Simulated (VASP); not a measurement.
# BAs (Pm-3m) in VASP: notebook

Aim: see how the results for BAs move with the level of theory and the settings. Levels: r2SCAN+rVV10, PBEsol. Tasks: single point.

Everything below comes from runs of VASP 6.6.1. Logs are shortened: lines on timing, memory, paths and dates and some standing lists are left out, and cuts for length are marked.

## 1. The cell of the first run

It takes space group Pm-3m (No. 221, cubic). Conventional cell: a = 2.918 Å, b = 2.918 Å, c = 2.918 Å, α = 90.00°, β = 90.00°, γ = 90.00°. B (site symmetry m-3m) has 8 As at 2.53 Å and 6 B at 2.92 Å within 3.3 Å. Within 3.3 Å of As (site symmetry m-3m) lie 8 B at 2.53 Å and 6 As at 2.92 Å.

## 2. Single point, r2SCAN+rVV10

File POSCAR:

```
BAs
1.0
    2.9176650018      0.0000000000      0.0000000000
    0.0000000000      2.9176650018      0.0000000000
    0.0000000000      0.0000000000      2.9176650018
B As
1 1
Direct
    0.0000000000      0.0000000000      0.0000000000
    0.5000000000      0.5000000000      0.5000000000
```

File INCAR.step1:

```
SYSTEM = BAs
PREC = Accurate ; ENCUT = 520
ISMEAR = -1 ; SIGMA = 0.03
LREAL = .False. ; LASPH = .True.
NELM = 80 ; NBANDS = 11
GGA = PE ; ALGO = Normal
EDIFF = 1E-4 ; LWAVE = .True.
LCHARG = .False.
```

File INCAR.step2:

```
SYSTEM = BAs
PREC = Accurate ; ENCUT = 520
EDIFF = 1E-6 ; ISMEAR = -1
SIGMA = 0.03 ; LREAL = .False.
LASPH = .True. ; NELM = 80
ALGO = Normal ; ISIF = 2
LWAVE = .False. ; LCHARG = .False.
METAGGA = R2SCAN ; LMIXTAU = .True.
LUSE_VDW = .True. ; IVDW_NL = 2
BPARAM = 11.95 ; CPARAM = 0.0093
NBANDS = 11 ; ISTART = 1
```

File KPOINTS:

```
regular mesh
0
Gamma
  10 10 10
  0 0 0
```

Potentials or basis: VASP PAW PBE potentials, release 64 (B, As).

Command:

```sh
$ cat potpaw_PBE.64/B/POTCAR potpaw_PBE.64/As/POTCAR > POTCAR
$ cp INCAR.step1 INCAR
$ mpirun -np 1 vasp_std > vasp.out
$ cp INCAR.step2 INCAR
$ mpirun -np 1 vasp_std > vasp.out
```

OUTCAR:

```text
SYSTEM = BAs
   PREC = Accurate
   ENCUT = 520
   EDIFF = 1E-6
   ISMEAR = -1
   LREAL = .False.
   LASPH = .True.
   NELM = 80
   ISIF = 2
   METAGGA = R2SCAN
   IVDW_NL = 2
   BPARAM = 11.95
   ISTART = 1

 ion  position               nearest neighbor table
   1  0.000  0.000  0.000-   2 2.53   2 2.53   2 2.53   2 2.53   2 2.53   2 2.53   2 2.53   2 2.53

   2  0.500  0.500  0.500-   1 2.53   1 2.53   1 2.53   1 2.53   1 2.53   1 2.53   1 2.53   1 2.53

  LATTYP: Found a simple cubic cell.
 ALAT       =     2.9176650018

  Lattice vectors:

 A1 = (   2.9176650018,   0.0000000000,   0.0000000000)
 A2 = (   0.0000000000,   2.9176650018,   0.0000000000)
 A3 = (   0.0000000000,   0.0000000000,   2.9176650018)

Analysis of symmetry for initial positions (statically):
=====================================================================
 Subroutine PRICEL returns:
 Original cell was already a primitive cell.

 Routine SETGRP: Setting up the symmetry group for a
 simple cubic supercell.

 Subroutine GETGRP returns: Found 48 space group operations
 (whereof 48 operations were pure point group operations)
 out of a pool of 48 trial point group operations.

The static configuration has the point symmetry O_h .

Analysis of symmetry for dynamics (positions and initial velocities):
=====================================================================
 Subroutine PRICEL returns:
 Original cell was already a primitive cell.

 Routine SETGRP: Setting up the symmetry group for a
 simple cubic supercell.

 Subroutine GETGRP returns: Found 48 space group operations
 (whereof 48 operations were pure point group operations)
 out of a pool of 48 trial point group operations.

The dynamic configuration has the point symmetry O_h .

 Subroutine INISYM returns: Found 48 space group operations
 (whereof 48 operations are pure point group operations),
 and found     1 'primitive' translations

----------------------------------------------------------------------------------------

                                     Primitive cell

  volume of cell :      24.8374

  direct lattice vectors                    reciprocal lattice vectors
     2.917665002  0.000000000  0.000000000     0.342739828  0.000000000  0.000000000
     0.000000000  2.917665002  0.000000000     0.000000000  0.342739828  0.000000000
     0.000000000  0.000000000  2.917665002     0.000000000  0.000000000  0.342739828

  length of vectors
     2.917665002  2.917665002  2.917665002     0.342739828  0.342739828  0.342739828

  position of ions in fractional coordinates (direct lattice)
     0.000000000  0.000000000  0.000000000
     0.500000000  0.500000000  0.500000000

  ion indices of the primitive-cell ions
   primitive index   ion index
                 1           1
                 2           2

----------------------------------------------------------------------------------------

 KPOINTS: regular mesh

Automatic generation of k-mesh.
 Grid dimensions read from file:
 generate k-points for:   10   10   10

 Generating k-lattice:

  Cartesian coordinates                     Fractional coordinates (reciprocal lattice)
     0.034273983  0.000000000  0.000000000     0.100000000  0.000000000  0.000000000
     0.000000000  0.034273983  0.000000000     0.000000000  0.100000000  0.000000000
     0.000000000  0.000000000  0.034273983     0.000000000  0.000000000  0.100000000

  Length of vectors
     0.034273983  0.034273983  0.034273983

  Shift w.r.t. Gamma in fractional coordinates (k-lattice)
     0.000000000  0.000000000  0.000000000

 Subroutine IBZKPT returns following result:
 ===========================================

 Found     56 irreducible k-points:

 Following reciprocal coordinates:
            Coordinates               Weight
  0.000000  0.000000  0.000000      1.000000
  0.100000  0.000000  0.000000      6.000000
  0.200000  0.000000  0.000000      6.000000
  0.300000  0.000000  0.000000      6.000000
  0.400000  0.000000  0.000000      6.000000
  0.500000  0.000000  0.000000      3.000000
[... 16 lines left out ...]
  0.200000  0.100000  0.100000     24.000000
  0.300000  0.100000  0.100000     24.000000
 [... further k-points ...]
   k-points           NKPTS =     56   k-points in BZ     NKDIM =     56   number of bands    NBANDS=     11
   number of dos      NEDOS =    301   number of ions     NIONS =      2
   total plane-waves  NPLWV =  13824
   dimension x,y,z NGX =    24 NGY =   24 NGZ =   24
   dimension x,y,z NGXF=    48 NGYF=   48 NGZF=   48
   ions per type =               1   1
   NGX,Y,Z   is equivalent  to a cutoff of  13.67, 13.67, 13.67 a.u.
   NGXF,Y,Z  is equivalent  to a cutoff of  27.35, 27.35, 27.35 a.u.
 SYSTEM =  BAs
   PREC   = accura    normal or accurate (medium, high low for compatibility)
   ISTART =      1    job   : 0-new  1-cont  2-samecut
   ICHARG =      0    charge: 1-file 2-atom 10-const
   ISPIN  =      1    spin polarized calculation?
   LNONCOLLINEAR =      F non collinear calculations
   LSORBIT =      F    spin-orbit coupling
   LASPH  =      T    aspherical Exc in radial PAW
   ENCUT  =  520.0 eV  38.22 Ry    6.18 a.u.   5.42  5.42  5.42*2*pi/ulx,y,z
   NELM   =     80;   NELMIN=  2; NELMDL=  0     # of ELM steps
   EDIFF  = 0.1E-05   stopping-criterion for ELM
   LREAL  =      F    real-space projection
   EDIFFG = 0.1E-04   stopping-criterion for IOM
   NSW    =      0    number of steps for IOM
   IBRION =     -1    ionic relax: 0-MD 1-quasi-New 2-CG
   NFREE  =      0    steps in history (QN), initial steepest desc. (CG)
   ISIF   =      2    stress and relaxation
   ISYM   =      2    0-nonsym 1-usesym 2-fastsym
   POTIM  = 0.5000    time-step for ionic-motion
   TEBEG  =    0.0;   TEEND  =   0.0 temperature during run
   PSTRESS=    0.0 pullay stress
   NELECT =       8.0000    total number of electrons
   NUPDOWN=      -1.0000    fix difference up-down
   EMIN   =  10.00;   EMAX   =-10.00  energy-range for DOS
   EFERMI =   0.00;   METHOD = LEGACY
   ISMEAR =    -1;   SIGMA  =   0.03  broadening in eV -4-tet -1-fermi 0-gaus
   EFERMI_NEDOS =   21; number of points for ismear=-14 and -15
   IALGO  =     38    algorithm
   IMIX   =      4    mixing-type and parameters
     AMIX     =   0.40;   BMIX     =  1.00
     AMIX_MAG =   1.60;   BMIX_MAG =  1.00
  volume/ion in A,a.u.               =      12.42        83.81
  Fermi-wavevector in a.u.,A,eV,Ry     =   1.122198  2.120646 17.134195  1.259328
  Thomas-Fermi vector in A             =   2.258856
   LORBIT       =      0    0 simple, 1 ext, 2 COOP (PROOUT), +10 PAW based schemes
   METAGGA = R2SCAN    functional components
   LHFCALC =     F    Hartree Fock is set to
   AEXX    =    0.0000 exact exchange contribution
   IVDW_NL    =     2    kernel type
   BPARAM     =11.9500
   IVDW    =     0    specifies the selected vdW correction
   LEPSILON=     F    determine dielectric tensor
   LRPA    =     F    only Hartree local field effects (RPA)
 non-spin polarized calculation
  energy-cutoff  :      520.00
  volume of cell :       24.84
 maximum number of plane-waves:       691
 NGX is ok and might be reduce to    24
   NGX = 11   NGY = 11   NGZ = 11

 number of electron       8.0000000 magnetization

 Free energy of the ion-electron system (eV)
  ---------------------------------------------------
  ext. energy  EPLUGINS =         0.00000000
  ---------------------------------------------------
  free energy    TOTEN  =       -18.62411923 eV

  energy without entropy =      -18.62251992  energy(sigma->0) =      -18.62331957

 E-fermi :   7.4276     XC(G=0): -12.2513

 val. band max:        7.3714698845   @ k =   0.4000   0.4000   0.2000
 cond. band min:       7.4361543814   @ k =   0.5000   0.3000   0.2000
 fundamental gap:      0.0646844969
 Fermi energy:         7.4276095372

 k-point     1 :       0.0000    0.0000    0.0000
  band No.  band energies     occupation
      1      -9.4666      2.00000
      2       6.3623      2.00000
      3       6.3623      2.00000
      4       6.3623      2.00000
      5       7.3099      1.96119
      6      13.3481      0.00000
      7      13.3481      0.00000
      8      17.5086      0.00000
      9      17.5086      0.00000
     10      17.5086      0.00000
     11      27.1726      0.00000

 k-point     2 :       0.1000    0.0000    0.0000
  band No.  band energies     occupation
      1      -9.2964      2.00000
      2       4.5011      2.00000
      3       6.5378      2.00000
      4       6.5378      2.00000
      5       8.2642      0.00000
      6      13.5201      0.00000
      7      14.5832      0.00000
      8      17.0346      0.00000
      9      17.0346      0.00000
     10      17.1729      0.00000
     11      26.7455      0.00000

 k-point     3 :       0.2000    0.0000    0.0000
  band No.  band energies     occupation
      1      -8.7902      2.00000
      2       1.9626      2.00000
      3       7.0609      1.99999
      4       7.0609      1.99999
      5       9.0052      0.00000
      6      14.0333      0.00000
      7      15.6488      0.00000
      8      15.7618      0.00000
      9      15.7618      0.00000
     10      18.0660      0.00000
     11      24.9945      0.00000
[... 267 lines left out ...]
 k-point    23 :       0.2000    0.1000    0.1000
  band No.  band energies     occupation
      1      -8.4488      2.00000
      2       2.2651      2.00000
      3       5.2170      2.00000
      4       5.8351      2.00000
      5      11.1029      0.00000
      6      13.7792      0.00000
      7      14.8174      0.00000
      8      16.1956      0.00000
      9      16.2615      0.00000
     10      18.6004      0.00000
     11      24.3345      0.00000

 k-point    24 :       0.3000    0.1000    0.1000
  band No.  band energies     occupation
      1      -7.6269      2.00000
      2      -0.1153      2.00000
      3       5.9670      2.00000
      4       6.7118      2.00000
      5      11.4804      0.00000
      6      12.4382      0.00000
      7      13.0926      0.00000
      8      15.8232      0.00000
      9      16.8791      0.00000
     10      21.9844      0.00000
     11      23.2488      0.00000

 [... further k-points ...]

------------------------ aborting loop because EDIFF is reached ----------------------------------------

  FORCE on cell =-STRESS in cart. coord.  units (eV):
  Direction    XX          YY          ZZ          XY          YZ          ZX
  --------------------------------------------------------------------------------------
  -------------------------------------------------------------------------------------
  Total        0.1293662      0.1293662      0.1293662      0.0000000     -0.0000000      0.0000000
  in kB        8.3449760      8.3449760      8.3449760      0.0000000     -0.0000000      0.0000000
  external PRESSURE =       8.3449760 kB  Pullay stress =       0.0000000 kB

 VOLUME and BASIS-vectors are now :
 -----------------------------------------------------------------------------
  energy-cutoff  :      520.00
  volume of cell :       24.84
      direct lattice vectors                 reciprocal lattice vectors
     2.917665002  0.000000000  0.000000000     0.342739828  0.000000000  0.000000000
     0.000000000  2.917665002  0.000000000     0.000000000  0.342739828  0.000000000
     0.000000000  0.000000000  2.917665002     0.000000000  0.000000000  0.342739828

 POSITION                                       TOTAL-FORCE (eV/Angst)
 -----------------------------------------------------------------------------------
      0.00000      0.00000      0.00000         0.000000      0.000000      0.000000
      1.45883      1.45883      1.45883         0.000000      0.000000      0.000000
 -----------------------------------------------------------------------------------
    total drift:                                0.000000     -0.000000     -0.000000

  FREE ENERGIE OF THE ION-ELECTRON SYSTEM (eV)
  ---------------------------------------------------
  free  energy   TOTEN  =       -18.6241192284 eV

  energy  without entropy=      -18.6225199160  energy(sigma->0) =      -18.62331957
```

Run time: 2.3 min. Hardware: 1 thread of AMD EPYC 7R13, shared host; peak memory 0.19 GiB.

Results:

| Property | Result |
| --- | --- |
| Free energy | -18.6241 eV |
| Pressure | 0.8 GPa |
| Band gap on the k mesh | zero (band 4 reaches 10.40 eV, above the bottom of band 5 at 4.49 eV) |

Caveat: the PAW data sets were made with another functional, which shifts forces and pressure a little.

## 3. Single point, PBEsol

This run uses another cell than the first one, of 12.11 Å³/atom, 0.975 times its volume.

File INCAR:

```
SYSTEM = BAs
ALGO = Normal ; EDIFF = 1E-6
ENCUT = 500 ; GGA = PS
GGA_COMPAT = .FALSE. ; ISIF = 2
ISMEAR = -1 ; LASPH = .TRUE.
LCHARG = .FALSE. ; LREAL = .FALSE.
LWAVE = .FALSE. ; NBANDS = 11
NELM = 120 ; PREC = Accurate
SIGMA = 0.03
```

File KPOINTS:

```
k-points
0
G
  8 8 8
  0 0 0
```

File POSCAR:

```
BAs
1.0
    2.8936067127      0.0000000000      0.0000000000
    0.0000000000      2.8936067127      0.0000000000
    0.0000000000      0.0000000000      2.8936067127
B As
1 1
Direct
    0.0000000000      0.0000000000      0.0000000000
    0.5000000000      0.5000000000      0.5000000000
```

Potentials or basis: VASP PAW PBE potentials, release 64 (B, As).

Command:

```sh
$ cat potpaw_PBE.64/B/POTCAR potpaw_PBE.64/As/POTCAR > POTCAR
$ mpirun -np 1 vasp_std > vasp.out
```

OUTCAR:

```text
SYSTEM = BAs
   EDIFF = 1E-6
   ENCUT = 500
   GGA = PS
   ISIF = 2
   ISMEAR = -1
   LASPH = .TRUE.
   LREAL = .FALSE.
   NELM = 120
   PREC = Accurate

 ion  position               nearest neighbor table
   1  0.000  0.000  0.000-   2 2.51   2 2.51   2 2.51   2 2.51   2 2.51   2 2.51   2 2.51   2 2.51

   2  0.500  0.500  0.500-   1 2.51   1 2.51   1 2.51   1 2.51   1 2.51   1 2.51   1 2.51   1 2.51

  LATTYP: Found a simple cubic cell.
 ALAT       =     2.8936067127

  Lattice vectors:

 A1 = (   2.8936067127,   0.0000000000,   0.0000000000)
 A2 = (   0.0000000000,   2.8936067127,   0.0000000000)
 A3 = (   0.0000000000,   0.0000000000,   2.8936067127)

Analysis of symmetry for initial positions (statically):
=====================================================================
 Subroutine PRICEL returns:
 Original cell was already a primitive cell.

 Routine SETGRP: Setting up the symmetry group for a
 simple cubic supercell.

 Subroutine GETGRP returns: Found 48 space group operations
 (whereof 48 operations were pure point group operations)
 out of a pool of 48 trial point group operations.

The static configuration has the point symmetry O_h .

Analysis of symmetry for dynamics (positions and initial velocities):
=====================================================================
 Subroutine PRICEL returns:
 Original cell was already a primitive cell.

 Routine SETGRP: Setting up the symmetry group for a
 simple cubic supercell.

 Subroutine GETGRP returns: Found 48 space group operations
 (whereof 48 operations were pure point group operations)
 out of a pool of 48 trial point group operations.

The dynamic configuration has the point symmetry O_h .

 Subroutine INISYM returns: Found 48 space group operations
 (whereof 48 operations are pure point group operations),
 and found     1 'primitive' translations

----------------------------------------------------------------------------------------

                                     Primitive cell

[... 118 lines left out ...]
   IVDW    =     0    specifies the selected vdW correction
   LEPSILON=     F    determine dielectric tensor
   LRPA    =     F    only Hartree local field effects (RPA)
 non-spin polarized calculation
  energy-cutoff  :      500.00
  volume of cell :       24.23
 maximum number of plane-waves:       632
 NGX is ok and might be reduce to    24
   NGX = 11   NGY = 11   NGZ = 11

 number of electron       8.0000001 magnetization

 Free energy of the ion-electron system (eV)
  ---------------------------------------------------
  ext. energy  EPLUGINS =         0.00000000
  ---------------------------------------------------
  free energy    TOTEN  =        -9.21448919 eV

  energy without entropy =       -9.21053454  energy(sigma->0) =       -9.21251187

 E-fermi :   7.6827     XC(G=0): -11.6811

 val. band max:        7.6696904363   @ k =   0.5000   0.1250   0.1250
 cond. band min:       7.7148960495   @ k =   0.2500   0.0000   0.0000
 fundamental gap:      0.0452056131
 Fermi energy:         7.6827375404

 k-point     1 :       0.0000    0.0000    0.0000
  band No.  band energies     occupation
      1      -8.5994      2.00000
      2       6.6705      2.00000
      3       6.6705      2.00000
      4       6.6705      2.00000
      5       7.7428      0.23763
      6      13.1333      0.00000
      7      13.1333      0.00000
      8      17.3439      0.00000
      9      17.3439      0.00000
     10      17.3439      0.00000
     11      26.8591      0.00000
[... 309 lines left out ...]
 k-point    24 :       0.5000    0.3750    0.1250
  band No.  band energies     occupation
      1      -3.0150      2.00000
      2      -0.3785      2.00000
      3       2.1988      2.00000
      4       3.7750      2.00000
      5      10.3015      0.00000
      6      10.3349      0.00000
      7      13.7249      0.00000
      8      14.0851      0.00000
      9      21.3012      0.00000
     10      21.6394      0.00000
     11      23.1708      0.00000

 [... further k-points ...]

------------------------ aborting loop because EDIFF is reached ----------------------------------------

  FORCE on cell =-STRESS in cart. coord.  units (eV):
  Direction    XX          YY          ZZ          XY          YZ          ZX
  --------------------------------------------------------------------------------------
  -------------------------------------------------------------------------------------
  Total        0.0651314      0.0651314      0.0651314      0.0000000      0.0000000     -0.0000000
  in kB        4.3070744      4.3070744      4.3070744      0.0000000      0.0000000     -0.0000000
  external PRESSURE =       4.3070744 kB  Pullay stress =       0.0000000 kB

 VOLUME and BASIS-vectors are now :
 -----------------------------------------------------------------------------
  energy-cutoff  :      500.00
  volume of cell :       24.23
      direct lattice vectors                 reciprocal lattice vectors
     2.893606713  0.000000000  0.000000000     0.345589466  0.000000000  0.000000000
     0.000000000  2.893606713  0.000000000     0.000000000  0.345589466  0.000000000
     0.000000000  0.000000000  2.893606713     0.000000000  0.000000000  0.345589466

 POSITION                                       TOTAL-FORCE (eV/Angst)
 -----------------------------------------------------------------------------------
      0.00000      0.00000      0.00000         0.000000      0.000000      0.000000
      1.44680      1.44680      1.44680         0.000000      0.000000      0.000000
 -----------------------------------------------------------------------------------
    total drift:                                0.000000     -0.000000     -0.000000

  FREE ENERGIE OF THE ION-ELECTRON SYSTEM (eV)
  ---------------------------------------------------
  free  energy   TOTEN  =        -9.2144891941 eV

  energy  without entropy=       -9.2105345403  energy(sigma->0) =       -9.21251187
```

It took 3.6 s on 1 thread of Intel Xeon 6975P-C (Granite Rapids), shared host; peak memory 0.13 GiB.

What came out:

| Quantity | Value |
| --- | --- |
| Free energy | -9.2145 eV |
| Pressure | 0.4 GPa |
| Band gap on the k mesh | zero (band 4 reaches 10.46 eV, above the bottom of band 5 at 5.16 eV) |

Caveat: the PAW data sets were made with another functional, which shifts forces and pressure a little.
